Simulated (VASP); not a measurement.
**Te: single point with PBEsol**

Crystal: Te.

```xyz
2
Lattice="0.0000 3.5299 3.5299 3.5299 0.0000 3.5299 3.5299 3.5299 0.0000" Properties=species:S:1:pos:R:3 pbc="T T T"
Te    0.8825    0.8825    0.8825
Te    6.1773    6.1773    6.1773
```

This isn't the form of Te at room conditions, which is trigonal, of chains.

| Property | Result |
| --- | --- |
| Program | VASP 6.6.1 |
| Task | single point |
| Functional | PBEsol |
| Potentials or basis | VASP PAW PBE potentials, release 64 (Te) |
| Cutoff | 520 eV |
| k mesh | 8 × 8 × 8 |
| Occupations | fermi-dirac, width 0.1 eV |
| Spin | no spin polarisation |

| Property | Result |
| --- | --- |
| Pressure | 0.0 GPa |
| Band gap on the k mesh | zero (bands 6 and 7 overlap by 0.97 eV) |

Levels at points of the mesh, in eV from the Fermi level:
```
           k point  band 3  band 4  band 5  band 6  band 7  band 8  band 9  band 10
(0.00, 0.00, 0.00)   -3.12   -3.12   -3.12   -0.74   -0.74   -0.74    3.48     5.89
(0.50, 0.00, 0.00)   -3.74   -3.74   -3.59    0.23    0.23    1.69    5.32     5.51
(0.50, 0.50, 0.00)   -4.41   -4.41   -1.70   -1.70    2.06    2.06    5.05     5.05
```

It took 53 s on 1 thread of Intel(R) Xeon(R) Platinum 8259CL CPU @ 2.50GHz (Skylake/Cascade Lake) (shared host), peak memory 0.23 GiB.

Caveat: the PAW data sets were made with another functional, which shifts forces and pressure a little; spin-orbit coupling is left out, which moves the levels of the heavy elements.
